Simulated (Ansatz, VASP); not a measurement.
One calculation of SnO2, two programs

```
CELL_PARAMETERS angstrom
4.72127 0.00000 0.00000
0.00000 4.72425 0.00000
0.00000 0.00000 3.09432
ATOMIC_POSITIONS crystal
Sn 0.50000 0.50000 0.50000
Sn 0.00000 0.00000 0.00000
O 0.30557 0.30657 0.00000
O 0.80557 0.19343 0.50000
O 0.19443 0.80657 0.50000
O 0.69443 0.69343 0.00000
```

Change from the starting cell: strain +0.000 along x and y, -0.030 along z, atoms carried along.

Alike in both runs: task single point; functional LDA; k mesh 6 × 6 × 8; occupations gaussian, width 0.05 eV; no spin polarisation.

|  | VASP | Ansatz |
| --- | --- | --- |
| version | VASP 6.6.1 | Ansatz 0.2.0 |
| potentials or method | VASP PAW LDA potentials, release 64 (Sn_d, O), cutoff 520 eV | scalar-relativistic, plane waves, PAW |
| valence electrons in the cell | 52 | 52 |

|  | VASP | Ansatz | Ansatz less VASP |
| --- | --- | --- | --- |
| gap on the k mesh at the Fermi level (eV) | 1.66 | 1.62 | -0.035 |
| least direct gap on the mesh (eV) | 1.66 | 1.62 | -0.035 |
| pressure (GPa) | 9.8 | 8.6 | -1.24 |
| traceless stress, the component that is largest in VASP (GPa) | 7.09 | 6.66 | -0.423 |
| rms of the force components (eV/Å) | 0.148 | 0.130 | -0.0178 |

LDA's correlation is that of Perdew and Zunger in VASP and of Perdew and Wang (1992) in Ansatz. Atom by atom the forces differ by 0.018 eV/Å (rms over components).
